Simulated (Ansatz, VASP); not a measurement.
## W in VASP and in Ansatz

File INCAR:

```
  PREC = Accurate
  ENCUT = 520
  EDIFF = 1E-6
  ISMEAR = -1
  SIGMA = 0.1
  LREAL = False
  LASPH = True
  NELM = 80
  ALGO = Normal
  ISIF = 2
  LWAVE = False
  LCHARG = False
  GGA = B5
  ALDAX = 1.0
  AGGAX = 1.0
  AGGAC = 1.0
  ALDAC = 0.0
  NBANDS = 21
```

KPOINTS

```
regular mesh
0
Gamma
  15 15 7
```

File POSCAR:

```
W
1.0
    2.9114744310      0.0000000000      0.0000000000
   -1.4557372155      2.5214108197      0.0000000000
    0.0000000000      0.0000000000      5.2247897498
W
2
Direct
    0.3333333333      0.6666666667      0.2500000000
    0.6666666667      0.3333333333      0.7500000000
```

Input for Ansatz:

```yaml
crystal:
  lattice:
    - [2.911474431, 0.0, 0.0]
    - [-1.4557372155, 2.5214108197, 0.0]
    - [0.0, 0.0, 5.2247897498]
  atoms:
    - { symbol: W, position: [0.3333333333, 0.6666666667, 0.25] }
    - { symbol: W, position: [0.6666666667, 0.3333333333, 0.75] }
hamiltonian:
  xc: blyp
  pseudopotentials:
    kind: paw
    azcp:
      W: "pseudopotentials/W.paw.azcp"
basis:
  ecutwfc: 420
  fft_grid_basis: typed
kpoints:
  mp_grid: { grid: [15, 15, 7], shift: [0, 0, 0] }
magnetization:
  spin_polarized: false
scf:
  occupations: { method: fermi_dirac, width: 0.1 }
  lower_state_search: "off"
output:
  stress: true
```

Alike in both runs: task single point; functional BLYP; k mesh 15 × 15 × 7; occupations fermi-dirac, width 0.1 eV; no spin polarisation.

|  | VASP | Ansatz |
| --- | --- | --- |
| version | VASP 6.6.1 | Ansatz 0.2.0 |
| potentials or method | VASP PAW PBE potentials, release 64 (W_sv), cutoff 520 eV | plane waves (420 eV) with PAW, scalar-relativistic |
| valence electrons in the cell | 28 | 28 |

VASP gave:

```
pressure (GPa)                                                : -21.7
traceless stress, the component that is largest in VASP (GPa) : 3.03
```

Q: What did Ansatz give for the same quantities?

A: Pressure (GPa): -22.6; traceless stress, the component that is largest in VASP (GPa): 3.27.

VASP's potentials were made for PBE, not for BLYP.

Spin-orbit coupling is off throughout.
